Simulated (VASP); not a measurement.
# Be (Fd-3m) in VASP: single point with LDA

Aim: the single point of Be with LDA.

Program: VASP 6.6.1. These are calculated values, not measurements. Logs are shortened: lines on timing, memory, paths and dates and some standing lists are left out, and cuts for length are marked.

### Step 1. The cell of the first run

The structure is cubic, space group Fd-3m (No. 227). The conventional cell has a = 4.831 Å, b = 4.831 Å, c = 4.831 Å, α = 90.00°, β = 90.00°, γ = 90.00°. Within 2.8 Å of Be (site symmetry -43m) lie 4 Be at 2.09 Å.

### Step 2. Single point, LDA

File INCAR:

```
SYSTEM = Be
PREC = Accurate ; ENCUT = 520
EDIFF = 1E-6 ; ISMEAR = -1
SIGMA = 0.13605693000000002 ; LREAL = .FALSE.
LASPH = .TRUE. ; NELM = 80
ALGO = Normal ; ISIF = 2
LWAVE = .FALSE. ; LCHARG = .TRUE.
GGA = CA ; LELF = .TRUE.
LVHAR = .TRUE. ; NBANDS = 9
```

File KPOINTS:

```
Automatic mesh
0
G
  10 10 10
  0 0 0
```

File POSCAR:

```
Be
1.0
    0.0000000000      2.4154101011      2.4154101011
    2.4154101011      0.0000000000      2.4154101011
    2.4154101011      2.4154101011      0.0000000000
Be
2
Direct
    0.0000000000      0.0000000000      0.0000000000
    0.2500000000      0.2500000000      0.2500000000
```

Potentials or basis: VASP PAW LDA potentials, release 64 (Be).

Launch:

```bash
> cat potpaw_LDA.64/Be/POTCAR > POTCAR
> mpirun -np 1 vasp_std > vasp.out
```

OUTCAR:

```text
SYSTEM = Be
   PREC = Accurate
   ENCUT = 520
   EDIFF = 1E-6
   ISMEAR = -1
   LREAL = .FALSE.
   LASPH = .TRUE.
   NELM = 80
   ISIF = 2
   GGA = CA

 ion  position               nearest neighbor table
   1  0.000  0.000  0.000-   2 2.09   2 2.09   2 2.09   2 2.09
   2  0.250  0.250  0.250-   1 2.09   1 2.09   1 2.09   1 2.09

  LATTYP: Found a face centered cubic cell.
 ALAT       =     4.8308202022

  Lattice vectors:

 A1 = (   0.0000000000,   2.4154101011,   2.4154101011)
 A2 = (   2.4154101011,   0.0000000000,   2.4154101011)
 A3 = (   2.4154101011,   2.4154101011,   0.0000000000)

Analysis of symmetry for initial positions (statically):
=====================================================================
 Subroutine PRICEL returns:
 Original cell was already a primitive cell.

 Routine SETGRP: Setting up the symmetry group for a
 face centered cubic supercell.

 Subroutine GETGRP returns: Found 48 space group operations
 (whereof 24 operations were pure point group operations)
 out of a pool of 48 trial point group operations.

The static configuration has the point symmetry T_d .
 The point group associated with its full space group is O_h .

Analysis of symmetry for dynamics (positions and initial velocities):
=====================================================================
 Subroutine PRICEL returns:
 Original cell was already a primitive cell.

 Routine SETGRP: Setting up the symmetry group for a
 face centered cubic supercell.

 Subroutine GETGRP returns: Found 48 space group operations
 (whereof 24 operations were pure point group operations)
 out of a pool of 48 trial point group operations.

The dynamic configuration has the point symmetry T_d .
 The point group associated with its full space group is O_h .

 Subroutine INISYM returns: Found 48 space group operations
 (whereof 24 operations are pure point group operations),
 and found     1 'primitive' translations

----------------------------------------------------------------------------------------

                                     Primitive cell

  volume of cell :      28.1840

  direct lattice vectors                    reciprocal lattice vectors
     0.000000000  2.415410101  2.415410101    -0.207004185  0.207004185  0.207004185
     2.415410101  0.000000000  2.415410101     0.207004185 -0.207004185  0.207004185
     2.415410101  2.415410101  0.000000000     0.207004185  0.207004185 -0.207004185

  length of vectors
     3.415905724  3.415905724  3.415905724     0.358541766  0.358541766  0.358541766

  position of ions in fractional coordinates (direct lattice)
     0.000000000  0.000000000  0.000000000
     0.250000000  0.250000000  0.250000000

  ion indices of the primitive-cell ions
   primitive index   ion index
                 1           1
                 2           2

----------------------------------------------------------------------------------------

 KPOINTS: Automatic mesh

Automatic generation of k-mesh.
 Grid dimensions read from file:
 generate k-points for:   10   10   10

 Generating k-lattice:

  Cartesian coordinates                     Fractional coordinates (reciprocal lattice)
    -0.020700419  0.020700419  0.020700419     0.100000000  0.000000000  0.000000000
     0.020700419 -0.020700419  0.020700419     0.000000000  0.100000000  0.000000000
     0.020700419  0.020700419 -0.020700419     0.000000000  0.000000000  0.100000000

  Length of vectors
     0.035854177  0.035854177  0.035854177

  Shift w.r.t. Gamma in fractional coordinates (k-lattice)
     0.000000000  0.000000000  0.000000000

 Subroutine IBZKPT returns following result:
 ===========================================

 Found     47 irreducible k-points:

 Following reciprocal coordinates:
            Coordinates               Weight
  0.000000  0.000000  0.000000      1.000000
  0.100000  0.000000  0.000000      8.000000
  0.200000  0.000000  0.000000      8.000000
  0.300000  0.000000  0.000000      8.000000
  0.400000  0.000000  0.000000      8.000000
  0.500000  0.000000  0.000000      4.000000
[... 16 lines left out ...]
  0.300000  0.300000  0.000000      6.000000
  0.400000  0.300000  0.000000     24.000000
 [... further k-points ...]
   k-points           NKPTS =     47   k-points in BZ     NKDIM =     47   number of bands    NBANDS=      9
   number of dos      NEDOS =    301   number of ions     NIONS =      2
   total plane-waves  NPLWV =  21952
   dimension x,y,z NGX =    28 NGY =   28 NGZ =   28
   dimension x,y,z NGXF=    56 NGYF=   56 NGZF=   56
   ions per type =               2
   NGX,Y,Z   is equivalent  to a cutoff of  13.63, 13.63, 13.63 a.u.
   NGXF,Y,Z  is equivalent  to a cutoff of  27.25, 27.25, 27.25 a.u.
 SYSTEM =  Be
   PREC   = accura    normal or accurate (medium, high low for compatibility)
   ISTART =      0    job   : 0-new  1-cont  2-samecut
   ICHARG =      2    charge: 1-file 2-atom 10-const
   ISPIN  =      1    spin polarized calculation?
   LNONCOLLINEAR =      F non collinear calculations
   LSORBIT =      F    spin-orbit coupling
   LASPH  =      T    aspherical Exc in radial PAW
   ENCUT  =  520.0 eV  38.22 Ry    6.18 a.u.   6.35  6.35  6.35*2*pi/ulx,y,z
   NELM   =     80;   NELMIN=  2; NELMDL= -5     # of ELM steps
   EDIFF  = 0.1E-05   stopping-criterion for ELM
   LREAL  =      F    real-space projection
   EDIFFG = 0.1E-04   stopping-criterion for IOM
   NSW    =      0    number of steps for IOM
   IBRION =     -1    ionic relax: 0-MD 1-quasi-New 2-CG
   NFREE  =      0    steps in history (QN), initial steepest desc. (CG)
   ISIF   =      2    stress and relaxation
   ISYM   =      2    0-nonsym 1-usesym 2-fastsym
   POTIM  = 0.5000    time-step for ionic-motion
   TEBEG  =    0.0;   TEEND  =   0.0 temperature during run
   PSTRESS=    0.0 pullay stress
   NELECT =       4.0000    total number of electrons
   NUPDOWN=      -1.0000    fix difference up-down
   EMIN   =  10.00;   EMAX   =-10.00  energy-range for DOS
   EFERMI =   0.00;   METHOD = LEGACY
   ISMEAR =    -1;   SIGMA  =   0.14  broadening in eV -4-tet -1-fermi 0-gaus
   EFERMI_NEDOS =   21; number of points for ismear=-14 and -15
   IALGO  =     38    algorithm
   IMIX   =      4    mixing-type and parameters
     AMIX     =   0.40;   BMIX     =  1.00
     AMIX_MAG =   1.60;   BMIX_MAG =  1.00
  volume/ion in A,a.u.               =      14.09        95.10
  Fermi-wavevector in a.u.,A,eV,Ry     =   0.853940  1.613712  9.921549  0.729213
  Thomas-Fermi vector in A             =   1.970460
   LORBIT       =      0    0 simple, 1 ext, 2 COOP (PROOUT), +10 PAW based schemes
   GGA     = CA    functional components
   LHFCALC =     F    Hartree Fock is set to
   AEXX    =    0.0000 exact exchange contribution
   IVDW    =     0    specifies the selected vdW correction
   LEPSILON=     F    determine dielectric tensor
   LRPA    =     F    only Hartree local field effects (RPA)
 non-spin polarized calculation
  energy-cutoff  :      520.00
  volume of cell :       28.18
 maximum number of plane-waves:       769
 NGX is ok and might be reduce to    28
   NGX = 13   NGY = 13   NGZ = 13

 number of electron       4.0000000 magnetization

 Free energy of the ion-electron system (eV)
  ---------------------------------------------------
  ext. energy  EPLUGINS =         0.00000000
  ---------------------------------------------------
  free energy    TOTEN  =        -4.97139725 eV

  energy without entropy =       -4.91200053  energy(sigma->0) =       -4.94169889

 E-fermi :   1.8451     XC(G=0):  -8.7081

 val. band max:        1.8244140431   @ k =  -0.2000   0.3000   0.1000
 cond. band min:       1.8676648607   @ k =  -0.3000   0.3000   0.1000
 fundamental gap:      0.0432508177
 Fermi energy:         1.8450509253

 k-point     1 :       0.0000    0.0000    0.0000
  band No.  band energies     occupation
      1      -5.5410      2.00000
      2       6.6416      0.00000
      3       6.6416      0.00000
      4       6.6416      0.00000
      5       9.2469      0.00000
      6       9.2469      0.00000
      7       9.2469      0.00000
      8      16.3892      0.00000
      9      16.6368      0.00000

 k-point     2 :       0.1000    0.0000    0.0000
  band No.  band energies     occupation
      1      -5.3885      2.00000
      2       5.5219      0.00000
      3       6.3168      0.00000
      4       6.3168      0.00000
      5       9.6708      0.00000
      6       9.6708      0.00000
      7      10.0601      0.00000
      8      15.9396      0.00000
      9      16.9945      0.00000

 k-point     3 :       0.2000    0.0000    0.0000
  band No.  band energies     occupation
      1      -4.9319      2.00000
      2       3.5959      0.00001
      3       5.7436      0.00000
      4       5.7436      0.00000
      5      10.3639      0.00000
      6      10.3639      0.00000
      7      11.1502      0.00000
      8      15.1611      0.00000
      9      16.4193      0.00000

 k-point     4 :       0.3000    0.0000    0.0000
  band No.  band energies     occupation
      1      -4.1744      2.00000
      2       1.6301      1.65827
      3       5.2649      0.00000
      4       5.2649      0.00000
      5      10.6356      0.00000
      6      10.6356      0.00000
      7      11.9561      0.00000
      8      14.5091      0.00000
      9      16.9178      0.00000

 k-point     5 :       0.4000    0.0000    0.0000
  band No.  band energies     occupation
      1      -3.1224      2.00000
      2      -0.1901      2.00000
      3       4.9683      0.00000
      4       4.9683      0.00000
      5      10.5315      0.00000
      6      10.5315      0.00000
      7      12.4596      0.00000
      8      14.0998      0.00000
      9      18.5030      0.00000

 k-point     6 :       0.5000    0.0000    0.0000
  band No.  band energies     occupation
      1      -1.7907      2.00000
      2      -1.7839      2.00000
      3       4.8692      0.00000
      4       4.8692      0.00000
      5      10.4472      0.00000
      6      10.4472      0.00000
      7      12.6355      0.00000
      8      13.9616      0.00000
      9      18.9467      0.00000
[... 169 lines left out ...]
 k-point    21 :      -0.3000    0.2000    0.0000
  band No.  band energies     occupation
      1      -2.9749      2.00000
      2       0.8621      1.99854
      3       2.5631      0.01016
      4       4.6910      0.00000
      5      10.1519      0.00000
      6      11.8175      0.00000
      7      13.4965      0.00000
      8      15.2980      0.00000
      9      15.8953      0.00000

 k-point    22 :      -0.2000    0.2000    0.0000
  band No.  band energies     occupation
      1      -3.9228      2.00000
      2       2.5739      0.00939
      3       2.7312      0.00296
      4       5.3726      0.00000
      5      10.8539      0.00000
      6      11.0608      0.00000
      7      12.5642      0.00000
      8      14.6799      0.00000
      9      15.0199      0.00000

 k-point    23 :       0.3000    0.3000    0.0000
  band No.  band energies     occupation
      1      -3.7174      2.00000
      2       3.3826      0.00002
      3       3.3826      0.00002
      4       3.4528      0.00001
      5       8.3680      0.00000
      6       9.8339      0.00000
      7      14.3941      0.00000
      8      14.3941      0.00000
      9      19.1635      0.00000

 k-point    24 :       0.4000    0.3000    0.0000
  band No.  band energies     occupation
      1      -2.9665      2.00000
      2       2.1902      0.14662
      3       2.7590      0.00242
      4       3.1000      0.00020
      5       8.5678      0.00000
      6       9.6801      0.00000
      7      14.9550      0.00000
      8      15.2780      0.00000
      9      19.3089      0.00000

 [... further k-points ...]

------------------------ aborting loop because EDIFF is reached ----------------------------------------

  FORCE on cell =-STRESS in cart. coord.  units (eV):
  Direction    XX          YY          ZZ          XY          YZ          ZX
  --------------------------------------------------------------------------------------
  -------------------------------------------------------------------------------------
  Total        0.0089640      0.0089640      0.0089640      0.0000000      0.0000000      0.0000000
  in kB        0.5095768      0.5095768      0.5095768      0.0000000      0.0000000      0.0000000
  external PRESSURE =       0.5095768 kB  Pullay stress =       0.0000000 kB

 VOLUME and BASIS-vectors are now :
 -----------------------------------------------------------------------------
  energy-cutoff  :      520.00
  volume of cell :       28.18
      direct lattice vectors                 reciprocal lattice vectors
     0.000000000  2.415410101  2.415410101    -0.207004185  0.207004185  0.207004185
     2.415410101  0.000000000  2.415410101     0.207004185 -0.207004185  0.207004185
     2.415410101  2.415410101  0.000000000     0.207004185  0.207004185 -0.207004185

 POSITION                                       TOTAL-FORCE (eV/Angst)
 -----------------------------------------------------------------------------------
      0.00000      0.00000      0.00000         0.000000      0.000000      0.000000
      1.20771      1.20771      1.20771        -0.000000     -0.000000     -0.000000
 -----------------------------------------------------------------------------------
    total drift:                                0.000000      0.000000      0.000000

  FREE ENERGIE OF THE ION-ELECTRON SYSTEM (eV)
  ---------------------------------------------------
  free  energy   TOTEN  =        -4.9713972470 eV

  energy  without entropy=       -4.9120005340  energy(sigma->0) =       -4.94169889
```

It took 7 s on 1 thread of Intel Xeon 6975P-C (Granite Rapids), shared host; peak memory 0.12 GiB.

What came out:

* Free energy: -4.9714 eV
* Pressure: 0.1 GPa
* Band gap on the k mesh: zero (band 2 reaches 6.64 eV, above the bottom of band 3 at 0.45 eV)

Levels at points of the mesh, in eV from the Fermi level:
```tsv
k point	band 1	band 2	band 3	band 4	band 5	band 6
(0.00, 0.00, 0.00)	-7.39	4.80	4.80	4.80	7.40	7.40
(0.50, 0.00, 0.00)	-3.64	-3.63	3.02	3.02	8.60	8.60
(0.50, 0.50, 0.00)	-2.42	-2.42	0.68	0.68	6.39	6.39
```
